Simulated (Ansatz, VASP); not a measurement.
# Zr in VASP and in Ansatz

File INCAR:

```
SYSTEM = Zr
ALGO = Fast ; DIPOL = 0.5 0.5 0.500
EDIFF = 1E-6 ; ENCUT = 520
GGA = CA ; IDIPOL = 3
ISIF = 2 ; ISMEAR = 0
LASPH = .True. ; LCHARG = .False.
LDIPOL = .True. ; LREAL = .False.
LWAVE = .False. ; NBANDS = 38
NELM = 100 ; PREC = Accurate
SIGMA = 0.1
```

File KPOINTS:

```
k-points
0
Gamma
  12 12 1
  0 0 0
```

Contents of POSCAR:

```
Zr
1.0
    3.1427549199      0.0000000000      0.0000000000
   -1.5713774599      2.7217055985      0.0000000000
    0.0000000000      0.0000000000     25.1832818545
Zr
5
Direct
    0.3333333333      0.6666666667      0.2978166247
    0.6666666667      0.3333333333      0.3989083123
    0.3333333333      0.6666666667      0.5000000000
    0.6666666667      0.3333333333      0.6010916877
    0.3333333333      0.6666666667      0.7021833753
```

Input for Ansatz:

```yaml
crystal:
  lattice:
    - [3.1427549199, 0.0, 0.0]
    - [-1.5713774599, 2.7217055985, 0.0]
    - [0.0, 0.0, 25.1832818545]
  atoms:
    - { symbol: Zr, position: [0.3333333333, 0.6666666667, 0.2978166247] }
    - { symbol: Zr, position: [0.6666666667, 0.3333333333, 0.3989083123] }
    - { symbol: Zr, position: [0.3333333333, 0.6666666667, 0.5] }
    - { symbol: Zr, position: [0.6666666667, 0.3333333333, 0.6010916877] }
    - { symbol: Zr, position: [0.3333333333, 0.6666666667, 0.7021833753] }
basis:
  ecutwfc: 420
kpoints:
  mp_grid: { grid: [12, 12, 1] }
hamiltonian:
  xc: lda
scf:
  occupations: { method: gaussian, width: 0.1 }
output:
  forces: true
  stress: true
  eigenvalues: true
efield:
  axis: 3
  dipole_correction: true
```

Alike in both runs: task single point; functional LDA; k mesh 12 × 12 × 1; occupations gaussian, width 0.1 eV; no spin polarisation.

```csv
,VASP,Ansatz
version,VASP 6.6.1,Ansatz 0.2.0
potentials or method,"VASP PAW LDA potentials, release 64 (Zr_sv), cutoff 520 eV","scalar-relativistic, plane waves, PAW"
valence electrons in the cell,60,60
```

Ansatz gave:

- gap on the k mesh at the Fermi level (eV): none
- rms of the force components (eV/Å): 0.308

**Question.** What did VASP give for the same quantities?

**Answer.** gap on the k mesh at the Fermi level (eV): none; rms of the force components (eV/Å): 0.305.

LDA's correlation is that of Perdew and Zunger in VASP and of Perdew and Wang (1992) in Ansatz. Atom by atom the forces differ by 0.004 eV/Å (rms over components). A gap of «none» marks a metal or a gap that the smearing closes. Ansatz's warnings: vacuum density over bound.
